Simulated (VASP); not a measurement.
# Ga (Cmce) in VASP: single point with PBE+D3(BJ)

Aim: the single point of Ga with PBE+D3(BJ).

Everything below comes from runs of VASP 6.6.1. Logs are shortened: lines on timing, memory, paths and dates and some standing lists are left out, and cuts for length are marked.

### Step 1. The cell of the first run

The structure is orthorhombic, space group Cmce (No. 64). Conventional cell: a = 4.498 Å, b = 7.633 Å, c = 4.517 Å, α = 90.00°, β = 90.00°, γ = 90.00°. Ga (site symmetry m) has 7 Ga at 2.50 to 2.77 Å within 3.3 Å.

### Step 2. Single point, PBE+D3(BJ)

INCAR reads:

```
SYSTEM = Ga
PREC = Accurate
ENCUT = 520
EDIFF = 1E-7
ISMEAR = 0
SIGMA = 0.1
LREAL = .False.
LASPH = .True.
NELM = 100
ALGO = Fast
ISIF = 2
LWAVE = .False.
LCHARG = .True.
GGA = PE
IVDW = 12
LELF = .True.
LVHAR = .True.
NBANDS = 34
```

KPOINTS reads:

```
regular mesh
0
Gamma
  12 12 10
  0 0 0
```

POSCAR reads:

```
Ga
1.0
    2.2491413167     -3.8162717032      0.0000000000
    2.2491413167      3.8162717032      0.0000000000
    0.0000000000      0.0000000000      4.5174593224
Ga
4
Direct
    0.6558399668      0.3441600332      0.4166362048
    0.8441600332      0.1558399668      0.9166362048
    0.3441600332      0.6558399668      0.5833637952
    0.1558399668      0.8441600332      0.0833637952
```

Potentials or basis: VASP PAW PBE potentials, release 64 (Ga_d).

On the command line:

```
$ cat potpaw_PBE.64/Ga_d/POTCAR > POTCAR
$ mpirun -np 1 vasp_std > vasp.out
```

OUTCAR:

```text
SYSTEM = Ga
   PREC = Accurate
   ENCUT = 520
   EDIFF = 1E-7
   ISMEAR = 0
   LREAL = .False.
   LASPH = .True.
   NELM = 100
   ISIF = 2
   GGA = PE
   IVDW = 12
 IVDW          = 12

 ion  position               nearest neighbor table
   1  0.656  0.344  0.417-   3 2.50   2 2.68   2 2.68   4 2.71   4 2.71   3 2.77   3 2.77
   2  0.844  0.156  0.917-   4 2.50   1 2.68   1 2.68   3 2.71   3 2.71   4 2.77   4 2.77
   3  0.344  0.656  0.583-   1 2.50   4 2.68   4 2.68   2 2.71   2 2.71   1 2.77   1 2.77
   4  0.156  0.844  0.083-   2 2.50   3 2.68   3 2.68   1 2.71   1 2.71   2 2.77   2 2.77

  LATTYP: Found a base centered orthorhombic cell.
 ALAT       =     4.4982826334
 B/A-ratio  =     1.6967683066
 C/A-ratio  =     1.0042631134

  Lattice vectors:

 A1 = (   2.2491413167,  -3.8162717032,   0.0000000000)
 A2 = (   2.2491413167,   3.8162717032,   0.0000000000)
 A3 = (   0.0000000000,   0.0000000000,   4.5174593224)

Analysis of symmetry for initial positions (statically):
=====================================================================
 Subroutine PRICEL returns:
 Original cell was already a primitive cell.

 Routine SETGRP: Setting up the symmetry group for a
 base centered orthorhombic supercell.

 Subroutine GETGRP returns: Found  8 space group operations
 (whereof  4 operations were pure point group operations)
 out of a pool of  8 trial point group operations.

The static configuration has the point symmetry C_2h.
 The point group associated with its full space group is D_2h.

Analysis of symmetry for dynamics (positions and initial velocities):
=====================================================================
 Subroutine PRICEL returns:
 Original cell was already a primitive cell.

 Routine SETGRP: Setting up the symmetry group for a
 base centered orthorhombic supercell.

 Subroutine GETGRP returns: Found  8 space group operations
 (whereof  4 operations were pure point group operations)
 out of a pool of  8 trial point group operations.

The dynamic configuration has the point symmetry C_2h.
 The point group associated with its full space group is D_2h.

 Subroutine INISYM returns: Found  8 space group operations
 (whereof  4 operations are pure point group operations),
 and found     1 'primitive' translations

----------------------------------------------------------------------------------------

                                     Primitive cell

  volume of cell :      77.5497

  direct lattice vectors                    reciprocal lattice vectors
     2.249141317 -3.816271703  0.000000000     0.222307063 -0.131017925  0.000000000
     2.249141317  3.816271703  0.000000000     0.222307063  0.131017925  0.000000000
     0.000000000  0.000000000  4.517459322     0.000000000  0.000000000  0.221363366

  length of vectors
     4.429736603  4.429736603  4.517459322     0.258042878  0.258042878  0.221363366

  position of ions in fractional coordinates (direct lattice)
     0.655839967  0.344160033  0.416636205
     0.844160033  0.155839967  0.916636205
     0.344160033  0.655839967  0.583363795
     0.155839967  0.844160033  0.083363795

  ion indices of the primitive-cell ions
   primitive index   ion index
                 1           1
                 2           2
                 3           3
                 4           4

----------------------------------------------------------------------------------------

 KPOINTS: regular mesh

Automatic generation of k-mesh.
 Grid dimensions read from file:
 generate k-points for:   12   12   10

 Generating k-lattice:

  Cartesian coordinates                     Fractional coordinates (reciprocal lattice)
     0.018525589 -0.010918160  0.000000000     0.083333333  0.000000000  0.000000000
     0.018525589  0.010918160  0.000000000     0.000000000  0.083333333  0.000000000
     0.000000000  0.000000000  0.022136337     0.000000000  0.000000000  0.100000000

  Length of vectors
     0.021503573  0.021503573  0.022136337

  Shift w.r.t. Gamma in fractional coordinates (k-lattice)
     0.000000000  0.000000000  0.000000000

 Subroutine IBZKPT returns following result:
 ===========================================

 Found    258 irreducible k-points:

 Following reciprocal coordinates:
            Coordinates               Weight
  0.000000  0.000000  0.000000      1.000000
  0.083333  0.000000  0.000000      4.000000
  0.166667 -0.000000  0.000000      4.000000
  0.250000  0.000000  0.000000      4.000000
  0.333333  0.000000  0.000000      4.000000
  0.416667  0.000000  0.000000      4.000000
[... 16 lines left out ...]
  0.500000  0.166667  0.000000      4.000000
 -0.416667  0.166667  0.000000      4.000000
 [... further k-points ...]
   k-points           NKPTS =    258   k-points in BZ     NKDIM =    258   number of bands    NBANDS=     34
   number of dos      NEDOS =    301   number of ions     NIONS =      4
   total plane-waves  NPLWV =  46656
   dimension x,y,z NGX =    36 NGY =   36 NGZ =   36
   dimension x,y,z NGXF=    72 NGYF=   72 NGZF=   72
   ions per type =               4
   NGX,Y,Z   is equivalent  to a cutoff of  13.51, 13.51, 13.25 a.u.
   NGXF,Y,Z  is equivalent  to a cutoff of  27.02, 27.02, 26.50 a.u.
 SYSTEM =  Ga
   PREC   = accura    normal or accurate (medium, high low for compatibility)
   ISTART =      0    job   : 0-new  1-cont  2-samecut
   ICHARG =      2    charge: 1-file 2-atom 10-const
   ISPIN  =      1    spin polarized calculation?
   LNONCOLLINEAR =      F non collinear calculations
   LSORBIT =      F    spin-orbit coupling
   LASPH  =      T    aspherical Exc in radial PAW
   ENCUT  =  520.0 eV  38.22 Ry    6.18 a.u.   8.24  8.24  8.40*2*pi/ulx,y,z
   NELM   =    100;   NELMIN=  2; NELMDL= -5     # of ELM steps
   EDIFF  = 0.1E-06   stopping-criterion for ELM
   LREAL  =      F    real-space projection
   EDIFFG = 0.1E-05   stopping-criterion for IOM
   NSW    =      0    number of steps for IOM
   IBRION =     -1    ionic relax: 0-MD 1-quasi-New 2-CG
   NFREE  =      0    steps in history (QN), initial steepest desc. (CG)
   ISIF   =      2    stress and relaxation
   ISYM   =      2    0-nonsym 1-usesym 2-fastsym
   POTIM  = 0.5000    time-step for ionic-motion
   TEBEG  =    0.0;   TEEND  =   0.0 temperature during run
   PSTRESS=    0.0 pullay stress
   NELECT =      52.0000    total number of electrons
   NUPDOWN=      -1.0000    fix difference up-down
   EMIN   =  10.00;   EMAX   =-10.00  energy-range for DOS
   EFERMI =   0.00;   METHOD = LEGACY
   ISMEAR =     0;   SIGMA  =   0.10  broadening in eV -4-tet -1-fermi 0-gaus
   EFERMI_NEDOS =   21; number of points for ismear=-14 and -15
   IALGO  =     68    algorithm
   IMIX   =      4    mixing-type and parameters
     AMIX     =   0.40;   BMIX     =  1.00
     AMIX_MAG =   1.60;   BMIX_MAG =  1.00
  volume/ion in A,a.u.               =      19.39       130.83
  Fermi-wavevector in a.u.,A,eV,Ry     =   1.432900  2.707788 27.935511  2.053202
  Thomas-Fermi vector in A             =   2.552477
   LORBIT       =      0    0 simple, 1 ext, 2 COOP (PROOUT), +10 PAW based schemes
   GGA     = PE    functional components
   LHFCALC =     F    Hartree Fock is set to
   AEXX    =    0.0000 exact exchange contribution
   IVDW    =    12    specifies the selected vdW correction
   LEPSILON=     F    determine dielectric tensor
   LRPA    =     F    only Hartree local field effects (RPA)
 non-spin polarized calculation
 RMM-DIIS sequential band-by-band and
 Gauss-broadening in eV      SIGMA  =   0.10
  energy-cutoff  :      520.00
  volume of cell :       77.55
 maximum number of plane-waves:      2108
 NGX is ok and might be reduce to    36
   NGX = 17   NGY = 17   NGZ = 17

 number of electron      52.0000011 magnetization

 Free energy of the ion-electron system (eV)
  ---------------------------------------------------
  ext. energy  EPLUGINS =         0.00000000
  ---------------------------------------------------
  free energy    TOTEN  =       -11.60401112 eV

  energy without entropy =      -11.60024738  energy(sigma->0) =      -11.60212925

 E-fermi :   5.0885     XC(G=0): -10.6979

 val. band max:        5.0819567746   @ k =  -0.3333   0.2500   0.3000
 cond. band min:       5.1053368431   @ k =   0.0833   0.0000   0.4000
 fundamental gap:      0.0233800685
 Fermi energy:         5.0885021872

 k-point     1 :       0.0000    0.0000    0.0000
  band No.  band energies     occupation
      1     -10.0458      2.00000
      2     -10.0375      2.00000
      3     -10.0035      2.00000
      4      -9.9876      2.00000
      5      -9.9689      2.00000
      6      -9.9443      2.00000
[... 26 lines left out ...]
     33      11.9435      0.00000
     34      12.6080      0.00000

 k-point     2 :       0.0833    0.0000    0.0000
  band No.  band energies     occupation
      1     -10.0473      2.00000
      2     -10.0344      2.00000
      3     -10.0055      2.00000
      4      -9.9907      2.00000
      5      -9.9634      2.00000
      6      -9.9427      2.00000
[... 26 lines left out ...]
     33      12.2209      0.00000
     34      12.5368      0.00000

 k-point     3 :       0.1667   -0.0000    0.0000
  band No.  band energies     occupation
      1     -10.0492      2.00000
      2     -10.0257      2.00000
      3     -10.0119      2.00000
      4      -9.9979      2.00000
      5      -9.9532      2.00000
      6      -9.9340      2.00000
[... 26 lines left out ...]
     33      11.6474      0.00000
     34      12.5737      0.00000
[... 704 lines left out ...]
 k-point    23 :       0.5000    0.1667    0.0000
  band No.  band energies     occupation
      1     -10.0675      2.00000
      2     -10.0524      2.00000
      3     -10.0022      2.00000
      4      -9.9782      2.00000
      5      -9.9676      2.00000
      6      -9.9218      2.00000
[... 26 lines left out ...]
     33      12.3746      0.00000
     34      13.9593      0.00000

 k-point    24 :      -0.4167    0.1667    0.0000
  band No.  band energies     occupation
      1     -10.0597      2.00000
      2     -10.0575      2.00000
      3      -9.9931      2.00000
      4      -9.9863      2.00000
      5      -9.9731      2.00000
      6      -9.9251      2.00000
[... 26 lines left out ...]
     33      12.4516      0.00000
     34      13.3807      0.00000

 [... further k-points ...]

------------------------ aborting loop because EDIFF is reached ----------------------------------------

 Edisp (eV)   -1.19626

 E8    (eV) :    -0.5632

  FORCE on cell =-STRESS in cart. coord.  units (eV):
  Direction    XX          YY          ZZ          XY          YZ          ZX
  --------------------------------------------------------------------------------------
  -------------------------------------------------------------------------------------
  Total       0.05815     0.07037     0.06575     0.00000     0.00000     0.00000
  in kB       1.20134     1.45384     1.35840     0.00000     0.00000     0.00000
  external pressure =        1.34 kB  Pullay stress =        0.00 kB

 VOLUME and BASIS-vectors are now :
 -----------------------------------------------------------------------------
  energy-cutoff  :      520.00
  volume of cell :       77.55
      direct lattice vectors                 reciprocal lattice vectors
     2.249141317 -3.816271703  0.000000000     0.222307063 -0.131017925  0.000000000
     2.249141317  3.816271703  0.000000000     0.222307063  0.131017925  0.000000000
     0.000000000  0.000000000  4.517459322     0.000000000  0.000000000  0.221363366

 POSITION                                       TOTAL-FORCE (eV/Angst)
 -----------------------------------------------------------------------------------
      2.24914     -1.18946      1.88214         0.000000      0.002521      0.003847
      2.24914     -2.62682      4.14087         0.000000     -0.002521      0.003847
      2.24914      1.18946      2.63532         0.000000     -0.002521     -0.003847
      2.24914      2.62682      0.37659         0.000000      0.002521     -0.003847
 -----------------------------------------------------------------------------------
    total drift:                                0.000000      0.000000     -0.000000

  FREE ENERGIE OF THE ION-ELECTRON SYSTEM (eV)
  ---------------------------------------------------
  free  energy   TOTEN  =       -12.8002707099 eV

  energy  without entropy=      -12.7965069677  energy(sigma->0) =      -12.79838884
```

It took 5.1 min on 1 thread of Intel Xeon 6975P-C (Granite Rapids), shared host; peak memory 0.57 GiB.

Results:

```yaml
Free_energy: -12.8003 eV
Pressure: 0.1 GPa
Largest_force: 0.005 eV/Å
Band_gap_on_the_k_mesh: zero (band 26 reaches 5.57 eV, above the bottom of band 27 at 4.20 eV)
Dispersion_energy_per_atom: -0.299 eV
```

Forces on the atoms (eV/Å):
```
Ga   0.000  0.003  0.004
Ga   0.000 -0.003  0.004
Ga   0.000 -0.003 -0.004
Ga   0.000  0.003 -0.004
```

Caveat: pairwise dispersion overbinds metals, which lowers pressure and volume.
